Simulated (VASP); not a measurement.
# CsLiMoO4 (F-43m) in VASP: phonons with LDA

Aim: the phonons of CsLiMoO4 with LDA.

Everything below comes from runs of VASP 6.6.1. Logs are shortened: lines on timing, memory, paths and dates and some standing lists are left out, and cuts for length are marked.

## 1. The cell of the first run

Symmetry: F-43m, No. 216, cubic system. Conventional cell: a = 8.250 Å, b = 8.250 Å, c = 8.250 Å, α = 90.00°, β = 90.00°, γ = 90.00°. Cs (site symmetry -43m) has 12 O at 3.43 Å and 4 Li at 3.57 Å and 6 Mo at 4.13 Å within 4.5 Å. Li (site symmetry -43m) has 4 O at 1.82 Å within 2.4 Å. Within 2.3 Å of Mo (site symmetry -43m) lie 4 O at 1.76 Å. O (site symmetry 3m) has 1 Mo at 1.76 Å and 1 Li at 1.82 Å within 2.3 Å.

## 2. Phonons, LDA

Contents of POSCAR:

```
CsLiMoO4
1.0
    0.0000000000      4.1252109307      4.1252109307
    4.1252109307      0.0000000000      4.1252109307
    4.1252109307      4.1252109307      0.0000000000
  Cs              Li              Mo              O
     1     1     1     4
Direct
     0.7500000000000000    0.7500000000000000    0.7500000000000000
     0.5000000000000000    0.5000000000000000    0.5000000000000000
     0.2500000000000000    0.2500000000000000    0.2500000000000000
     0.8810975546385620    0.3729674817871507    0.3729674817871507
     0.3729674817871507    0.3729674817871507    0.8810975546385620
     0.3729674817871507    0.8810975546385620    0.3729674817871507
     0.3729674817871507    0.3729674817871507    0.3729674817871507
```

Contents of INCAR.step1:

```
  ALGO = Normal
  EDIFF = 1E-8
  EDIFFG = -0.002
  ENCUT = 600
  IBRION = 2
  ISIF = 3
  ISMEAR = 0
  KPAR = 2
  LASPH = True
  LCHARG = False
  LREAL = False
  LWAVE = False
  NELM = 80
  NSW = 40
  PREC = Accurate
  SIGMA = 0.03
```

Contents of INCAR.step2:

```
  ALGO = Normal
  EDIFF = 1E-8
  ENCUT = 600
  IBRION = 6
  ISIF = 2
  ISMEAR = 0
  KPAR = 2
  LASPH = True
  LCHARG = False
  LREAL = False
  LWAVE = False
  NELM = 80
  NFREE = 2
  NSW = 1
  POTIM = 0.015
  PREC = Accurate
  SIGMA = 0.03
```

Contents of KPOINTS:

```
k-points
0
Gamma
  6 6 6
```

Potentials or basis: VASP PAW LDA potentials, release 64 (Cs_sv, Li_sv, Mo_sv, O).

Command:

```bash
$ cat potpaw_LDA.64/Cs_sv/POTCAR potpaw_LDA.64/Li_sv/POTCAR potpaw_LDA.64/Mo_sv/POTCAR potpaw_LDA.64/O/POTCAR > POTCAR
$ cp INCAR.step1 INCAR
$ mpirun -np 2 vasp_std > vasp.out
$ cp CONTCAR POSCAR
$ cp INCAR.step2 INCAR
$ mpirun -np 2 vasp_std > vasp.out
```

OUTCAR:

```text
EDIFF = 1E-8
   ENCUT = 600
   IBRION = 6
   ISIF = 2
   ISMEAR = 0
   LASPH = True
   LREAL = False
   NELM = 80
   NFREE = 2
   NSW = 1
   POTIM = 0.015
   PREC = Accurate

 ion  position               nearest neighbor table
   1  0.750  0.750  0.750-
   2  0.500  0.500  0.500-   7 1.82   5 1.82   6 1.82   4 1.82
   3  0.250  0.250  0.250-   4 1.76   5 1.76   6 1.76   7 1.76
   4  0.881  0.373  0.373-   3 1.76   2 1.82
   5  0.373  0.373  0.881-   3 1.76   2 1.82
   6  0.373  0.881  0.373-   3 1.76   2 1.82
   7  0.373  0.373  0.373-   3 1.76   2 1.82

  LATTYP: Found a face centered cubic cell.
 ALAT       =     8.2503961098

  Lattice vectors:

 A1 = (   0.0000000000,   4.1251980549,   4.1251980549)
 A2 = (   4.1251980549,   0.0000000000,   4.1251980549)
 A3 = (   4.1251980549,   4.1251980549,   0.0000000000)

Analysis of symmetry for initial positions (statically):
=====================================================================
 Subroutine PRICEL returns:
 Original cell was already a primitive cell.

 Routine SETGRP: Setting up the symmetry group for a
 face centered cubic supercell.

 Subroutine GETGRP returns: Found 24 space group operations
 (whereof 24 operations were pure point group operations)
 out of a pool of 48 trial point group operations.

The static configuration has the point symmetry T_d .

Analysis of symmetry for dynamics (positions and initial velocities):
=====================================================================
 Subroutine PRICEL returns:
 Original cell was already a primitive cell.

 Routine SETGRP: Setting up the symmetry group for a
 face centered cubic supercell.

 Subroutine GETGRP returns: Found 24 space group operations
 (whereof 24 operations were pure point group operations)
 out of a pool of 48 trial point group operations.

The dynamic configuration has the point symmetry T_d .

 Subroutine INISYM returns: Found 24 space group operations
 (whereof 24 operations are pure point group operations),
 and found     1 'primitive' translations

----------------------------------------------------------------------------------------

                                     Primitive cell

  volume of cell :     140.3991

  direct lattice vectors                    reciprocal lattice vectors
     0.000000000  4.125198055  4.125198055    -0.121206302  0.121206302  0.121206302
     4.125198055  0.000000000  4.125198055     0.121206302 -0.121206302  0.121206302
     4.125198055  4.125198055  0.000000000     0.121206302  0.121206302 -0.121206302

  length of vectors
     5.833911037  5.833911037  5.833911037     0.209935473  0.209935473  0.209935473

  position of ions in fractional coordinates (direct lattice)
     0.750000000  0.750000000  0.750000000
     0.500000000  0.500000000  0.500000000
     0.250000000  0.250000000  0.250000000
     0.881112538  0.372962487  0.372962487
     0.372962487  0.372962487  0.881112538
     0.372962487  0.881112538  0.372962487
     0.372962487  0.372962487  0.372962487

  ion indices of the primitive-cell ions
   primitive index   ion index
                 1           1
                 2           2
                 3           3
                 4           4
                 5           5
                 6           6
                 7           7

----------------------------------------------------------------------------------------

 KPOINTS: k-points

Automatic generation of k-mesh.
 Grid dimensions read from file:
 generate k-points for:    6    6    6

 Generating k-lattice:

  Cartesian coordinates                     Fractional coordinates (reciprocal lattice)
[... 31 lines left out ...]
 -0.333333  0.333333  0.166667     24.000000
 -0.333333  0.500000  0.166667     12.000000
   k-points           NKPTS =     16   k-points in BZ     NKDIM =     16   number of bands    NBANDS=     30
   number of dos      NEDOS =    301   number of ions     NIONS =      7
   total plane-waves  NPLWV = 110592
   dimension x,y,z NGX =    48 NGY =   48 NGZ =   48
   dimension x,y,z NGXF=    96 NGYF=   96 NGZF=   96
   ions per type =               1   1   1   4
   NGX,Y,Z   is equivalent  to a cutoff of  13.68, 13.68, 13.68 a.u.
   NGXF,Y,Z  is equivalent  to a cutoff of  27.36, 27.36, 27.36 a.u.
 SYSTEM =  unknown system
   PREC   = accura    normal or accurate (medium, high low for compatibility)
   ISTART =      0    job   : 0-new  1-cont  2-samecut
   ICHARG =      2    charge: 1-file 2-atom 10-const
   ISPIN  =      1    spin polarized calculation?
   LNONCOLLINEAR =      F non collinear calculations
   LSORBIT =      F    spin-orbit coupling
   LASPH  =      T    aspherical Exc in radial PAW
   ENCUT  =  600.0 eV  44.10 Ry    6.64 a.u.  11.65 11.65 11.65*2*pi/ulx,y,z
   NELM   =     80;   NELMIN=  2; NELMDL=  0     # of ELM steps
   EDIFF  = 0.1E-07   stopping-criterion for ELM
   LREAL  =      F    real-space projection
   EDIFFG = 0.1E-06   stopping-criterion for IOM
   NSW    =    121    number of steps for IOM
   IBRION =      6    ionic relax: 0-MD 1-quasi-New 2-CG
   NFREE  =      2    steps in history (QN), initial steepest desc. (CG)
   ISIF   =      2    stress and relaxation
   ISYM   =      2    0-nonsym 1-usesym 2-fastsym
   POTIM  = 0.0150    time-step for ionic-motion
   TEBEG  =    0.0;   TEEND  =   0.0 temperature during run
   PSTRESS=    0.0 pullay stress
   NELECT =      50.0000    total number of electrons
   NUPDOWN=      -1.0000    fix difference up-down
   EMIN   =  10.00;   EMAX   =-10.00  energy-range for DOS
   EFERMI =   0.00;   METHOD = LEGACY
   ISMEAR =     0;   SIGMA  =   0.03  broadening in eV -4-tet -1-fermi 0-gaus
   EFERMI_NEDOS =   21; number of points for ismear=-14 and -15
   IALGO  =     38    algorithm
   IMIX   =      4    mixing-type and parameters
     AMIX     =   0.40;   BMIX     =  1.00
     AMIX_MAG =   1.60;   BMIX_MAG =  1.00
  volume/ion in A,a.u.               =      20.06       135.35
  Fermi-wavevector in a.u.,A,eV,Ry     =   1.160406  2.192850 18.320823  1.346542
  Thomas-Fermi vector in A             =   2.296989
   LORBIT       =      0    0 simple, 1 ext, 2 COOP (PROOUT), +10 PAW based schemes
   GGA     = CA    functional components
   LHFCALC =     F    Hartree Fock is set to
   AEXX    =    0.0000 exact exchange contribution
   IVDW    =     0    specifies the selected vdW correction
   LEPSILON=     F    determine dielectric tensor
   LRPA    =     F    only Hartree local field effects (RPA)
 finite differences with symmetry
 non-spin polarized calculation
 Gauss-broadening in eV      SIGMA  =   0.03
  energy-cutoff  :      600.00
  volume of cell :      140.40
 maximum number of plane-waves:      4720
 NGX is ok and might be reduce to    48
   NGX = 23   NGY = 23   NGZ = 23

--------------------------------------- Ionic step        1  -------------------------------------------

 number of electron      50.0000008 magnetization

 Free energy of the ion-electron system (eV)
  ---------------------------------------------------
  ext. energy  EPLUGINS =         0.00000000
  ---------------------------------------------------
  free energy    TOTEN  =       -53.09895805 eV

  energy without entropy =      -53.09895805  energy(sigma->0) =      -53.09895805

------------------------ aborting loop because EDIFF is reached ----------------------------------------

  FORCE on cell =-STRESS in cart. coord.  units (eV):
  Direction    XX          YY          ZZ          XY          YZ          ZX
  --------------------------------------------------------------------------------------
  -------------------------------------------------------------------------------------
  Total        0.0056194      0.0056194      0.0056194      0.0000000      0.0000000      0.0000000
  in kB        0.0641262      0.0641262      0.0641262      0.0000000      0.0000000      0.0000000
  external PRESSURE =       0.0641262 kB  Pullay stress =       0.0000000 kB
[... 315 lines left out ...]
--------------------------------------- Ionic step        9  -------------------------------------------

 number of electron      50.0000007 magnetization

 Free energy of the ion-electron system (eV)
  ---------------------------------------------------
  ext. energy  EPLUGINS =         0.00000000
  ---------------------------------------------------
  free energy    TOTEN  =       -53.09714015 eV

  energy without entropy =      -53.09714015  energy(sigma->0) =      -53.09714015

 E-fermi :  -0.7012     XC(G=0):  -8.5484

 val. band max:       -0.8936876533   @ k =   0.5000   0.0000   0.0000
 cond. band min:       3.5609453660   @ k =   0.0000   0.5000   0.5000
 fundamental gap:      4.4546330193
 Fermi energy:        -0.7012036591

 k-point     1 :       0.0000    0.0000    0.0000
  band No.  band energies     occupation
      1     -60.7459      2.00000
      2     -40.9626      2.00000
      3     -35.3569      2.00000
      4     -35.3322      2.00000
      5     -35.3308      2.00000
      6     -19.8095      2.00000
[... 781 lines left out ...]
     29       5.4361      0.00000
     30       5.7542      0.00000

 [... further k-points ...]

------------------------ aborting loop because EDIFF is reached ----------------------------------------

  FORCE on cell =-STRESS in cart. coord.  units (eV):
  Direction    XX          YY          ZZ          XY          YZ          ZX
  --------------------------------------------------------------------------------------
  -------------------------------------------------------------------------------------
  Total        0.2696052      0.1940395      0.1940395     -0.1417579      0.1361786     -0.1417579
  in kB        3.0766236      2.2142992      2.2142992     -1.6176831      1.5540146     -1.6176831
  external PRESSURE =       2.5017407 kB  Pullay stress =       0.0000000 kB
[... 22 lines left out ...]
  FREE ENERGIE OF THE ION-ELECTRON SYSTEM (eV)
  ---------------------------------------------------
  free  energy   TOTEN  =       -53.0971401480 eV

  energy  without entropy=      -53.0971401480  energy(sigma->0) =      -53.09714015

 INTERNAL STRAIN TENSORS FROM DISPLACED ATOMS
 ============================================

 INTERNAL STRAIN TENSOR FOR ION    1 for displacements in x,y,z  (eV/Angst):
          X           Y           Z          XY          YZ          ZX
  --------------------------------------------------------------------------------
  x     0.00000    -0.00000    -0.00000     0.00000    -0.18003     0.00000
  y     0.00000    -0.00000     0.00000     0.00000     0.00000    -0.18003
  z     0.00000     0.00000     0.00000    -0.18003     0.00000     0.00000

 INTERNAL STRAIN TENSOR FOR ION    7 for displacements in x,y,z  (eV/Angst):
          X           Y           Z          XY          YZ          ZX
  --------------------------------------------------------------------------------
  x   -17.60447   -12.18434   -12.18434    -9.30819    -8.75341    -9.30819
  y   -12.18434   -17.60447   -12.18434    -9.30819    -9.30819    -8.75341
  z   -12.18434   -12.18434   -17.60447    -8.75341    -9.30819    -9.30819

 Eigenvectors and eigenvalues of the dynamical matrix
 ----------------------------------------------------

   1 f  =   29.089173 THz   182.772666 2PiTHz  970.310375 cm-1   120.303100 meV
             X         Y         Z           dx          dy          dz
      6.187797  6.187797  6.187797    -0.000000   -0.000000    0.000000
      4.125198  4.125198  4.125198     0.000000    0.000000    0.000000
      2.062599  2.062599  2.062599    -0.000000    0.000000    0.000000
      3.077088  5.173308  5.173308    -0.288675    0.288675    0.288675
      5.173308  5.173308  3.077088     0.288675    0.288675   -0.288675
      5.173308  3.077088  5.173308     0.288675   -0.288675    0.288675
      3.077088  3.077088  3.077088    -0.288675   -0.288675   -0.288675
[... 191 lines left out ...]
  21 f/i=    2.908862 THz    18.276921 2PiTHz   97.029201 cm-1    12.030082 meV
             X         Y         Z           dx          dy          dz
      6.187797  6.187797  6.187797     0.000000   -0.000000   -0.000000
      4.125198  4.125198  4.125198    -0.000000   -0.000000   -0.000000
      2.062599  2.062599  2.062599    -0.000000   -0.000000   -0.000000
      3.077088  5.173308  5.173308     0.324509    0.418152   -0.093643
      5.173308  5.173308  3.077088     0.366188   -0.418152   -0.051964
      5.173308  3.077088  5.173308    -0.366188   -0.272544    0.093643
      3.077088  3.077088  3.077088    -0.324509    0.272544    0.051964

 ELASTIC MODULI CONTR FROM IONIC RELAXATION (kBar)
 Direction    XX          YY          ZZ          XY          YZ          ZX
 --------------------------------------------------------------------------------
 XX        -661.3746   -395.1477   -395.1477      0.0000      0.0000      0.0000
 YY        -395.1477   -661.3746   -395.1477     -0.0000      0.0000      0.0000
 ZZ        -395.1477   -395.1477   -661.3746      0.0000      0.0000      0.0000
 XY           0.0000      0.0000      0.0000   -463.5111      0.0000      0.0000
 YZ           0.0000      0.0000     -0.0000      0.0000   -463.5111     -0.0000
 ZX           0.0000      0.0000     -0.0000      0.0000     -0.0000   -463.5111
 --------------------------------------------------------------------------------
```

Run time: 10 min. Hardware: 2 MPI ranks of Intel Xeon Platinum 8488C (Sapphire Rapids), shared host; peak memory 0.67 GiB.

What came out:

```yaml
Highest_phonon_frequency_at_Γ_LO-TO_splitting_left_out: 970 cm⁻¹
Most_unstable_mode: 97i cm⁻¹
```

Phonon frequencies in cm⁻¹ (negative: imaginary):
| q point | frequencies |
| --- | --- |
| (0.000, 0.000, 0.000) | -97 -97 -97 0 0 0 41 41 41 293 293 321 321 321 529 529 529 895 895 895 970 |

Caveat: the cutoff is under 1.25 times the usual one of these potentials, so pressure, stress and relaxed cells hold a basis-set (Pulay) error; some modes are imaginary; spin-orbit coupling is left out, which moves the levels of the heavy elements.
